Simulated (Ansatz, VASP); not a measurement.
Two plane-wave programs on Cd

File INCAR:

```
SYSTEM = Cd
ALGO = Normal
EDIFF = 1E-6
ENCUT = 520
GGA = PE
ISIF = 2
ISMEAR = 0
LASPH = .True.
LCHARG = .False.
LREAL = .False.
LWAVE = .False.
NBANDS = 32
NELM = 60
PREC = Accurate
SIGMA = 0.1
```

The input KPOINTS:

```
k-points
0
Gamma
  6 6 2
  0 0 0
```

Contents of POSCAR:

```
Cd
1.0
    3.5109183412      0.0000000000      0.0000000000
   -1.7554591706      3.0405444740      0.0000000000
    0.0000000000      0.0000000000      9.0137806431
Cd
4
Direct
    0.3333333333      0.6666666667      0.1610000000
    0.6666666667      0.3333333333      0.6610000000
    0.3333333333      0.6666666667      0.3390000000
    0.6666666667      0.3333333333      0.8390000000
```

Input for Ansatz:

```yaml
crystal:
  lattice:
    - [3.5109183412, 0.0, 0.0]
    - [-1.7554591706, 3.040544474, 0.0]
    - [0.0, 0.0, 9.0137806431]
  atoms:
    - { symbol: Cd, position: [0.3333333333, 0.6666666667, 0.161] }
    - { symbol: Cd, position: [0.6666666667, 0.3333333333, 0.661] }
    - { symbol: Cd, position: [0.3333333333, 0.6666666667, 0.339] }
    - { symbol: Cd, position: [0.6666666667, 0.3333333333, 0.839] }
basis:
  ecutwfc: 420
kpoints:
  mp_grid: { grid: [6, 6, 2] }
hamiltonian:
  xc: pbe
scf:
  occupations: { method: gaussian, width: 0.1 }
  lower_state_search: "off"
output:
  forces: true
  stress: true
  eigenvalues: true
```

Alike in both runs: task single point; functional PBE; k mesh 6 × 6 × 2; occupations gaussian, width 0.1 eV; no spin polarisation.

|  | VASP | Ansatz |
| --- | --- | --- |
| version | VASP 6.6.1 | Ansatz 0.2.0 |
| potentials or method | VASP PAW PBE potentials, release 64 (Cd), cutoff 520 eV | scalar-relativistic, plane waves, PAW |
| valence electrons in the cell | 48 | 80 |

Ansatz gave:

- gap on the k mesh at the Fermi level (eV): none
- rms of the force components (eV/Å): 51.095

Problem. Which values does VASP return?

Solution. gap on the k mesh at the Fermi level (eV): none; rms of the force components (eV/Å): 46.193.

Atom by atom the forces differ by 4.902 eV/Å (rms over components). A gap of «none» marks a metal or a gap that the smearing closes. With one functional, cell and mesh, what is left measures potentials, basis and numerics. VASP's potentials hold 48 valence electrons a cell and Ansatz's 80, so a difference there can come from the potentials and not from the codes.
